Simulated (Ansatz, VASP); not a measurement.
## Al2Cu in VASP and in Ansatz

```xyz
3
Lattice="3.9616 0.0000 0.0000 0.0000 3.9616 0.0000 0.0000 0.0000 2.8891" Properties=species:S:1:pos:R:3 pbc="T T T"
Al    1.9808    0.0000    1.4445
Al    0.0000    1.9808    1.4445
Cu    0.0000    0.0000    0.0000
```

Change from the starting cell: strain -0.030 along x and y, +0.015 along z, atoms carried along.

Alike in both runs: task single point; functional PBEsol; k mesh 12 × 12 × 16; occupations gaussian, width 0.15 eV; no spin polarisation.

|  | VASP | Ansatz |
| --- | --- | --- |
| version | VASP 6.6.1 | Ansatz 0.2.0 |
| potentials or method | VASP PAW PBE potentials, release 64 (Al, Cu), cutoff 520 eV | scalar-relativistic, plane waves, PAW |
| valence electrons in the cell | 17 | 25 |

VASP gave:

- gap on the k mesh at the Fermi level (eV): none
- pressure (GPa): 5.4
- traceless stress, the component that is largest in VASP (GPa): -3.30

Q: Estimate Ansatz's values.

A: gap on the k mesh at the Fermi level (eV): none; pressure (GPa): 5.3; traceless stress, the component that is largest in VASP (GPa): -3.31.

VASP's potentials were made for PBE, not for PBEsol. A gap of «none» marks a metal or a gap that the smearing closes. VASP's potentials hold 17 valence electrons a cell and Ansatz's 25, so a difference there can come from the potentials and not from the codes.
